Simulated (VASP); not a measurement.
# Ga4O (P6/mmm) in VASP: a series of runs, part 2 of 3

VASP 6.6.1. The steps go on from the part before.

## (3) Single point, PBE

This run uses another cell than the first one, of 18.86 Å³/atom.

Contents of INCAR:

```
SYSTEM = Ga4O
  ALGO = Normal
  EDIFF = 1E-6
  ENCUT = 520
  GGA = PE
  ISIF = 2
  ISMEAR = 0
  LASPH = .True.
  LCHARG = .True.
  LELF = .True.
  LREAL = .False.
  LVHAR = .True.
  LWAVE = .False.
  NBANDS = 37
  NELM = 60
  PREC = Accurate
  SIGMA = 0.1
```

Contents of KPOINTS:

```
k-points
0
Gamma
  6 6 4
  0 0 0
```

Contents of POSCAR:

```
Ga4O
1.0
    4.4229075988      0.0000000000      0.0000000000
   -2.2114537994      3.8303503392      0.0000000000
    0.0000000000      0.0000000000      5.5672922727
Ga O
4 1
Direct
    0.3333333333      0.6666666667      0.7481680373
    0.3333333333      0.6666666667      0.2518319627
    0.6666666667      0.3333333333      0.2518319627
    0.6666666667      0.3333333333      0.7481680373
    0.0000000000      0.0000000000      0.0000000000
```

Potentials or basis: VASP PAW PBE potentials, release 64 (Ga_d, O).

Command:

```
> cat potpaw_PBE.64/Ga_d/POTCAR potpaw_PBE.64/O/POTCAR > POTCAR
> mpirun -np 1 vasp_std > vasp.out
```

OUTCAR:

```text
SYSTEM = Ga4O
   EDIFF = 1E-6
   ENCUT = 520
   GGA = PE
   ISIF = 2
   ISMEAR = 0
   LASPH = .True.
   LREAL = .False.
   NELM = 60
   PREC = Accurate

 ion  position               nearest neighbor table
   1  0.333  0.667  0.748-   4 2.55   4 2.55   4 2.55   2 2.76   2 2.80
   2  0.333  0.667  0.252-   3 2.55   3 2.55   3 2.55   1 2.76   1 2.80
   3  0.667  0.333  0.252-   2 2.55   2 2.55   2 2.55   4 2.76   4 2.80
   4  0.667  0.333  0.748-   1 2.55   1 2.55   1 2.55   3 2.76   3 2.80
   5  0.000  0.000  0.000-

  LATTYP: Found a hexagonal cell.
 ALAT       =     4.4229075988
 C/A-ratio  =     1.2587403531

  Lattice vectors:

 A1 = (   4.4229075988,   0.0000000000,   0.0000000000)
 A2 = (  -2.2114537994,   3.8303503392,   0.0000000000)
 A3 = (   0.0000000000,   0.0000000000,   5.5672922727)

Analysis of symmetry for initial positions (statically):
=====================================================================
 Subroutine PRICEL returns:
 Original cell was already a primitive cell.

 Routine SETGRP: Setting up the symmetry group for a
 hexagonal supercell.

 Subroutine GETGRP returns: Found 24 space group operations
 (whereof 24 operations were pure point group operations)
 out of a pool of 24 trial point group operations.

The static configuration has the point symmetry D_6h.

Analysis of symmetry for dynamics (positions and initial velocities):
=====================================================================
 Subroutine PRICEL returns:
 Original cell was already a primitive cell.

 Routine SETGRP: Setting up the symmetry group for a
 hexagonal supercell.

 Subroutine GETGRP returns: Found 24 space group operations
 (whereof 24 operations were pure point group operations)
 out of a pool of 24 trial point group operations.

The dynamic configuration has the point symmetry D_6h.

 Subroutine INISYM returns: Found 24 space group operations
 (whereof 24 operations are pure point group operations),
 and found     1 'primitive' translations

----------------------------------------------------------------------------------------

                                     Primitive cell

  volume of cell :      94.3171

  direct lattice vectors                    reciprocal lattice vectors
     4.422907599  0.000000000  0.000000000     0.226095612  0.130536362  0.000000000
    -2.211453799  3.830350339  0.000000000     0.000000000  0.261072725  0.000000000
     0.000000000  0.000000000  5.567292273     0.000000000  0.000000000  0.179620532

  length of vectors
     4.422907599  4.422907599  5.567292273     0.261072725  0.261072725  0.179620532

  position of ions in fractional coordinates (direct lattice)
     0.333333333  0.666666667  0.748168037
     0.333333333  0.666666667  0.251831963
     0.666666667  0.333333333  0.251831963
     0.666666667  0.333333333  0.748168037
     0.000000000  0.000000000  0.000000000

  ion indices of the primitive-cell ions
   primitive index   ion index
                 1           1
                 2           2
                 3           3
                 4           4
                 5           5
[... 21 lines left out ...]

 Subroutine IBZKPT returns following result:
 ===========================================

 Found     21 irreducible k-points:

 Following reciprocal coordinates:
            Coordinates               Weight
  0.000000  0.000000  0.000000      1.000000
  0.166667  0.000000  0.000000      6.000000
  0.333333  0.000000  0.000000      6.000000
  0.500000  0.000000  0.000000      3.000000
  0.166667  0.166667  0.000000      6.000000
  0.333333  0.166667  0.000000     12.000000
[... 13 lines left out ...]
  0.333333  0.166667  0.500000     12.000000
  0.333333  0.333333  0.500000      2.000000
   k-points           NKPTS =     21   k-points in BZ     NKDIM =     21   number of bands    NBANDS=     37
   number of dos      NEDOS =    301   number of ions     NIONS =      5
   total plane-waves  NPLWV =  54432
   dimension x,y,z NGX =    36 NGY =   36 NGZ =   42
   dimension x,y,z NGXF=    72 NGYF=   72 NGZF=   84
   ions per type =               4   1
   NGX,Y,Z   is equivalent  to a cutoff of  13.53, 13.53, 12.54 a.u.
   NGXF,Y,Z  is equivalent  to a cutoff of  27.06, 27.06, 25.08 a.u.
 SYSTEM =  Ga4O
   PREC   = accura    normal or accurate (medium, high low for compatibility)
   ISTART =      0    job   : 0-new  1-cont  2-samecut
   ICHARG =      2    charge: 1-file 2-atom 10-const
   ISPIN  =      1    spin polarized calculation?
   LNONCOLLINEAR =      F non collinear calculations
   LSORBIT =      F    spin-orbit coupling
   LASPH  =      T    aspherical Exc in radial PAW
   ENCUT  =  520.0 eV  38.22 Ry    6.18 a.u.   8.22  8.22 10.35*2*pi/ulx,y,z
   NELM   =     60;   NELMIN=  2; NELMDL= -5     # of ELM steps
   EDIFF  = 0.1E-05   stopping-criterion for ELM
   LREAL  =      F    real-space projection
   EDIFFG = 0.1E-04   stopping-criterion for IOM
   NSW    =      0    number of steps for IOM
   IBRION =     -1    ionic relax: 0-MD 1-quasi-New 2-CG
   NFREE  =      0    steps in history (QN), initial steepest desc. (CG)
   ISIF   =      2    stress and relaxation
   ISYM   =      2    0-nonsym 1-usesym 2-fastsym
   POTIM  = 0.5000    time-step for ionic-motion
   TEBEG  =    0.0;   TEEND  =   0.0 temperature during run
   PSTRESS=    0.0 pullay stress
   NELECT =      58.0000    total number of electrons
   NUPDOWN=      -1.0000    fix difference up-down
   EMIN   =  10.00;   EMAX   =-10.00  energy-range for DOS
   EFERMI =   0.00;   METHOD = LEGACY
   ISMEAR =     0;   SIGMA  =   0.10  broadening in eV -4-tet -1-fermi 0-gaus
   EFERMI_NEDOS =   21; number of points for ismear=-14 and -15
   IALGO  =     38    algorithm
   IMIX   =      4    mixing-type and parameters
     AMIX     =   0.40;   BMIX     =  1.00
     AMIX_MAG =   1.60;   BMIX_MAG =  1.00
  volume/ion in A,a.u.               =      18.86       127.30
  Fermi-wavevector in a.u.,A,eV,Ry     =   1.392154  2.630790 26.369363  1.938094
  Thomas-Fermi vector in A             =   2.515924
   LORBIT       =      0    0 simple, 1 ext, 2 COOP (PROOUT), +10 PAW based schemes
   GGA     = PE    functional components
   LHFCALC =     F    Hartree Fock is set to
   AEXX    =    0.0000 exact exchange contribution
   IVDW    =     0    specifies the selected vdW correction
   LEPSILON=     F    determine dielectric tensor
   LRPA    =     F    only Hartree local field effects (RPA)
 non-spin polarized calculation
 Gauss-broadening in eV      SIGMA  =   0.10
  energy-cutoff  :      520.00
  volume of cell :       94.32
 maximum number of plane-waves:      2570
 NGX is ok and might be reduce to    36
   NGX = 17   NGY = 17   NGZ = 21

 number of electron      58.0000004 magnetization

 Free energy of the ion-electron system (eV)
  ---------------------------------------------------
  ext. energy  EPLUGINS =         0.00000000
  ---------------------------------------------------
  free energy    TOTEN  =       -15.72277902 eV

  energy without entropy =      -15.70422649  energy(sigma->0) =      -15.71350275

 E-fermi :   3.7543     XC(G=0): -10.2400

 val. band max:        3.7017392349   @ k =   0.1667   0.1667   0.5000
 cond. band min:       3.7656431751   @ k =   0.1667   0.0000   0.2500
 fundamental gap:      0.0639039403
 Fermi energy:         3.7543176902

 k-point     1 :       0.0000    0.0000    0.0000
  band No.  band energies     occupation
      1     -12.7016      2.00000
      2     -11.3313      2.00000
      3     -11.1662      2.00000
      4     -11.1662      2.00000
      5     -11.1033      2.00000
      6     -11.0888      2.00000
[... 829 lines left out ...]
     36      10.1040      0.00000
     37      11.2423      0.00000

------------------------ aborting loop because EDIFF is reached ----------------------------------------

  FORCE on cell =-STRESS in cart. coord.  units (eV):
  Direction    XX          YY          ZZ          XY          YZ          ZX
  --------------------------------------------------------------------------------------
  -------------------------------------------------------------------------------------
  Total        0.0823100      0.0823100      0.1089359      0.0000000      0.0000000      0.0000000
  in kB        1.3982117      1.3982117      1.8505091      0.0000000      0.0000000      0.0000000
  external PRESSURE =       1.5489775 kB  Pullay stress =       0.0000000 kB

 VOLUME and BASIS-vectors are now :
 -----------------------------------------------------------------------------
  energy-cutoff  :      520.00
  volume of cell :       94.32
      direct lattice vectors                 reciprocal lattice vectors
     4.422907599  0.000000000  0.000000000     0.226095612  0.130536362  0.000000000
    -2.211453799  3.830350339  0.000000000     0.000000000  0.261072725  0.000000000
     0.000000000  0.000000000  5.567292273     0.000000000  0.000000000  0.179620532

 POSITION                                       TOTAL-FORCE (eV/Angst)
 -----------------------------------------------------------------------------------
     -0.00000      2.55357      4.16527        -0.000000     -0.000000      0.006992
     -0.00000      2.55357      1.40202        -0.000000     -0.000000     -0.006992
      2.21145      1.27678      1.40202         0.000000      0.000000     -0.006992
      2.21145      1.27678      4.16527         0.000000      0.000000      0.006992
      0.00000      0.00000      0.00000        -0.000000      0.000000     -0.000000
 -----------------------------------------------------------------------------------
    total drift:                                0.000000      0.000000      0.000000

  FREE ENERGIE OF THE ION-ELECTRON SYSTEM (eV)
  ---------------------------------------------------
  free  energy   TOTEN  =       -15.7227790191 eV

  energy  without entropy=      -15.7042264866  energy(sigma->0) =      -15.71350275
```

OSZICAR:

```text
N       E                     dE             d eps       ncg     rms          rms(c)
DAV:   1     0.459324513556E+03    0.45932E+03   -0.28017E+04  1621   0.281E+03
DAV:   2     0.505870346178E+02   -0.40874E+03   -0.39744E+03  1626   0.590E+02
DAV:   3    -0.142253794913E+02   -0.64812E+02   -0.62817E+02  1828   0.166E+02
DAV:   4    -0.181060128803E+02   -0.38806E+01   -0.38171E+01  1789   0.398E+01
DAV:   5    -0.182091544422E+02   -0.10314E+00   -0.10301E+00  1903   0.666E+00    0.970E+00
DAV:   6    -0.189432404718E+02   -0.73409E+00   -0.50422E+01  2081   0.228E+01    0.167E+01
DAV:   7    -0.158178242377E+02    0.31254E+01   -0.30520E+01  1987   0.118E+01    0.231E+00
DAV:   8    -0.158263154342E+02   -0.84912E-02   -0.98704E-01  1703   0.389E+00    0.192E+00
DAV:   9    -0.157568663553E+02    0.69449E-01   -0.10885E+00  2377   0.271E+00    0.187E+00
DAV:  10    -0.157227368460E+02    0.34130E-01   -0.18698E-01  1812   0.136E+00    0.438E-01
DAV:  11    -0.157251813967E+02   -0.24446E-02   -0.13803E-02  1755   0.489E-01    0.532E-01
DAV:  12    -0.157230130714E+02    0.21683E-02   -0.33369E-02  1959   0.542E-01    0.169E-01
DAV:  13    -0.157227648815E+02    0.24819E-03   -0.26585E-03  2057   0.211E-01    0.348E-02
DAV:  14    -0.157227784492E+02   -0.13568E-04   -0.15897E-04  1805   0.528E-02    0.156E-02
DAV:  15    -0.157227790191E+02   -0.56982E-06   -0.81885E-06  1796   0.143E-02
   1 F= -.15722779E+02 E0= -.15713503E+02  d E =-.185525E-01
```

Wall time 36 s (1 thread of Intel Xeon 6975P-C (Granite Rapids), shared host); peak memory 0.24 GiB.

What came out:

```
Free energy            : -15.7228 eV
Pressure               : 0.2 GPa
Largest force          : 0.007 eV/Å
Band gap on the k mesh : zero (bands 29 and 30 overlap by 1.09 eV)
```

Forces in eV/Å, atoms in the order of the input:
```
Ga   0.000  0.000  0.007
Ga   0.000  0.000 -0.007
Ga   0.000  0.000 -0.007
Ga   0.000  0.000  0.007
O    0.000  0.000  0.000
```

Levels at points of the mesh, in eV from the Fermi level:
```
           k point  band 27  band 28  band 29  band 30  band 31  band 32
(0.00, 0.00, 0.00)    -1.23    -0.83    -0.38    -0.38     2.63     2.63
(0.50, 0.00, 0.00)    -3.02    -0.67    -0.24     0.24     0.50     1.30
(0.00, 0.00, 0.50)    -0.22    -0.08     0.71     0.71     0.80     0.80
(0.50, 0.00, 0.50)    -1.70    -0.75    -0.65     1.55     2.81     2.85
```

## (4) Relaxation of cell and atoms, PBE

Contents of INCAR:

```
ALGO = Normal ; EDIFF = 1E-7
EDIFFG = -0.04 ; ENCUT = 600
GGA = PE ; IBRION = 2
ISIF = 3 ; ISMEAR = 0
LASPH = T ; LCHARG = F
LREAL = F ; LWAVE = F
NELM = 80 ; NSW = 90
PREC = Accurate ; SIGMA = 0.1
```

Contents of KPOINTS:

```
k-points
0
Gamma
  6 6 4
```

Contents of POSCAR:

```
Ga4O
1.0
    4.8886263400      0.0000000000      0.0000000000
   -2.4443131700      4.2336746000      0.0000000000
    0.0000000000      0.0000000000      4.4795834000
Ga O
4 1
Direct
    0.3333333300      0.6666666700      0.7816249600
    0.3333333300      0.6666666700      0.2183750400
    0.6666666700      0.3333333300      0.2183750400
    0.6666666700      0.3333333300      0.7816249600
    0.0000000000      0.0000000000      0.0000000000
```

Command:

```
> cat potpaw_PBE.64/Ga_d/POTCAR potpaw_PBE.64/O/POTCAR > POTCAR
> mpirun -np 1 vasp_std > vasp.out
```

It took 9.8 min on 1 thread of Intel Xeon 6975P-C (Granite Rapids), shared host; peak memory 0.27 GiB.

The run converged. Its results:

| Property | Result |
| --- | --- |
| Free energy | -15.7122 eV |
| Relaxed volume | 18.86 Å³/atom |
| Relaxed cell | a = 4.433 Å, b = 4.433 Å, c = 5.540 Å, α = 90.00°, β = 90.00°, γ = 120.00° |
| Space group after relaxing (to 0.1 Å) | P6/mmm (No. 191) |
| Energy gained by relaxing | 702.8 meV/atom |
| Ionic steps | 21 |
| Pressure after relaxing | -0.1 GPa |
| Largest force after relaxing | 0.015 eV/Å |
| Band gap on the k mesh | zero (bands 29 and 30 overlap by 1.11 eV) |

Forces in eV/Å, atoms in the order of the input:
```
Ga   0.000  0.000  0.015
Ga   0.000  0.000 -0.015
Ga   0.000  0.000 -0.015
Ga   0.000  0.000  0.015
O    0.000  0.000  0.000
```

Step by step:
| step | energy change (eV) | largest force (eV/Å) | pressure (GPa) | volume (Å³) |
| --- | --- | --- | --- | --- |
| 1 | 0.0000 | 8.3651 | 15.84 | 92.71 |
| 2 | -1.6100 | 3.0602 | -1.97 | 115.66 |
| 3 | -1.8860 | 2.7572 | -2.39 | 113.59 |
| 4 | -2.0898 | 2.5347 | -2.64 | 111.87 |
| 5 | -2.8059 | 1.6154 | -2.96 | 102.57 |
| 6 | -2.8417 | 0.4606 | 0.17 | 97.71 |
| 7 | -2.8817 | 1.3357 | -2.32 | 100.62 |
| 8 | -2.8995 | 1.0172 | -1.41 | 99.28 |
| 9 | -2.8992 | 1.1275 | -1.75 | 99.70 |
| 10 | -3.3228 | 0.1787 | -1.86 | 97.56 |
| 11 | -3.4373 | 0.1293 | -1.15 | 95.94 |
| 12 | -3.4140 | 0.4356 | 2.20 | 92.24 |
| 13 | -3.4769 | 0.2104 | -0.05 | 94.71 |
| 14 | -3.4761 | 0.3162 | 0.78 | 93.70 |
| 15 | -3.4814 | 0.2647 | 0.36 | 94.20 |
| 16 | -3.4966 | 0.1974 | -0.04 | 94.71 |
| 17 | -3.5035 | 0.1218 | -0.58 | 95.55 |
| 18 | -3.5038 | 0.1337 | -0.51 | 95.41 |
| 19 | -3.5116 | 0.0727 | -0.07 | 94.46 |
| 20 | -3.5133 | 0.0199 | 0.27 | 93.78 |
| 21 | -3.5138 | 0.0155 | -0.05 | 94.29 |

Final structure:
```
CELL_PARAMETERS angstrom
4.43310 0.00000 0.00000
-2.21655 3.83918 0.00000
0.00000 0.00000 5.54014
ATOMIC_POSITIONS crystal
Ga 0.33333 0.66667 0.74839
Ga 0.33333 0.66667 0.25161
Ga 0.66667 0.33333 0.25161
Ga 0.66667 0.33333 0.74839
O 0.00000 0.00000 0.00000
```

Levels at points of the mesh, in eV from the Fermi level:
| k point | band 26 | band 27 | band 28 | band 29 | band 30 | band 31 | band 32 | band 33 |
| --- | --- | --- | --- | --- | --- | --- | --- | --- |
| (0.00, 0.00, 0.00) | -2.21 | -1.31 | -0.80 | -0.41 | -0.41 | 2.66 | 2.66 | 2.92 |
| (0.50, 0.00, 0.00) | -3.31 | -3.00 | -0.64 | -0.26 | 0.24 | 0.48 | 1.35 | 1.59 |
| (0.00, 0.00, 0.50) | -1.60 | -0.28 | -0.15 | 0.71 | 0.71 | 0.78 | 0.78 | 1.97 |
| (0.50, 0.00, 0.50) | -2.98 | -1.69 | -0.73 | -0.64 | 1.56 | 2.81 | 2.85 | 3.23 |

Caveat: a cell axis changed by over 15 % at a fixed basis, so the end point is rough.

(Part 2 of 3 ends here.)
